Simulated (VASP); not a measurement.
# BP: electric field gradients with PBE

Crystal: BP.

```
CELL_PARAMETERS angstrom
0.00000 2.26900 2.26900
2.26900 0.00000 2.26900
2.26900 2.26900 0.00000
ATOMIC_POSITIONS crystal
P 0.75000 0.75000 0.75000
B 0.00000 0.00000 0.00000
```

* Program: VASP 6.6.1
* Task: electric field gradients
* Functional: PBE
* Potentials or basis: VASP PAW PBE potentials, release 64 (P, B)
* Cutoff: 520 eV
* k mesh: 10 × 10 × 10
* Occupations: fermi-dirac, width 0.05 eV
* Spin: no spin polarisation
* Dipole correction: no
* Further INCAR settings: ALGO = Normal; EDIFF = 1e-08; NBANDS = 11

The pressure is 0.9 GPa and the band gap on the k mesh is 1.24 eV, indirect (least direct gap 3.40 eV).

Levels at points of the mesh, in eV from the valence-band top:
```csv
k point,band 1,band 2,band 3,band 4,band 5,band 6,band 7,band 8
"(0.00, 0.00, 0.00)",-15.46,0.00,0.00,0.00,3.40,3.40,3.40,7.37
"(0.50, 0.00, 0.00)",-12.14,-9.03,-1.76,-1.76,3.78,4.71,4.71,10.13
"(0.50, 0.50, 0.00)",-10.61,-8.58,-4.11,-4.11,1.33,1.66,12.12,12.12
```

Run time: 9.6 s on 1 thread of AMD EPYC 7R13 Processor (Zen 3), on a shared host, peak memory 0.11 GiB.

Caveat: without QUAD_EFG the Cq values of the log hold for a quadrupole moment of 1 mb, not for the nuclei. As with any semilocal functional, this PBE gap is likely too small.
